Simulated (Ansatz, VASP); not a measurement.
# One calculation of InP2H6NO6, two programs

```
CELL_PARAMETERS angstrom
5.47050 0.00000 0.00000
-2.73525 4.73759 0.00000
0.00000 0.00000 13.08950
ATOMIC_POSITIONS crystal
In 0.66667 0.33333 0.40150
In 0.33333 0.66667 0.90150
H 0.33333 0.66667 0.62200
H 0.66667 0.33333 0.12200
H 0.00000 0.00000 0.44700
H 0.00000 0.00000 0.94700
H 0.41900 0.83800 0.21800
H 0.58100 0.41900 0.71800
H 0.16200 0.58100 0.21800
H 0.58100 0.16200 0.71800
H 0.41900 0.58100 0.21800
H 0.83800 0.41900 0.71800
H 0.33333 0.66667 0.12950
H 0.66667 0.33333 0.62950
P 0.33333 0.66667 0.52769
P 0.66667 0.33333 0.02769
P 0.00000 0.00000 0.34043
P 0.00000 0.00000 0.84043
N 0.33333 0.66667 0.19760
N 0.66667 0.33333 0.69760
O 0.84760 0.15240 0.30284
O 0.69520 0.84760 0.80284
O 0.84760 0.69520 0.30284
O 0.15240 0.84760 0.80284
O 0.30480 0.15240 0.30284
O 0.15240 0.30480 0.80284
O 0.48740 0.97480 0.49870
O 0.51260 0.48740 0.99870
O 0.02520 0.51260 0.49870
O 0.51260 0.02520 0.99870
O 0.48740 0.51260 0.49870
O 0.97480 0.48740 0.99870
```

Alike in both runs: task electric field gradients; functional PBE; k mesh 5 × 5 × 2; occupations fermi-dirac, width 0.02 eV; no spin polarisation.

|  | VASP | Ansatz |
| --- | --- | --- |
| version | VASP 6.6.1 | Ansatz 0.2.0 |
| potentials or method | VASP PAW PBE potentials, release 64 (In_d, H, P, N, O) | plane-wave PAW, scalar-relativistic |
| plane-wave cutoff (eV) | 520 | 420 |
| valence electrons in the cell | 140 | 140 |

```tsv
	VASP	Ansatz	Ansatz less VASP
gap on the k mesh at the Fermi level (eV)	4.47	4.47	-0.003
pressure (GPa)	20.4	20.5	+0.13
traceless stress, the component that is largest in VASP (GPa)	-0.07	-0.02	+0.055
rms of the force components (eV/Å)	3.685	3.586	-0.0992
size of Vzz on the site where it differs most (V/Å²)	17.1	20.5	+3.41
```

Atom by atom the forces differ by 0.122 eV/Å (rms over components).
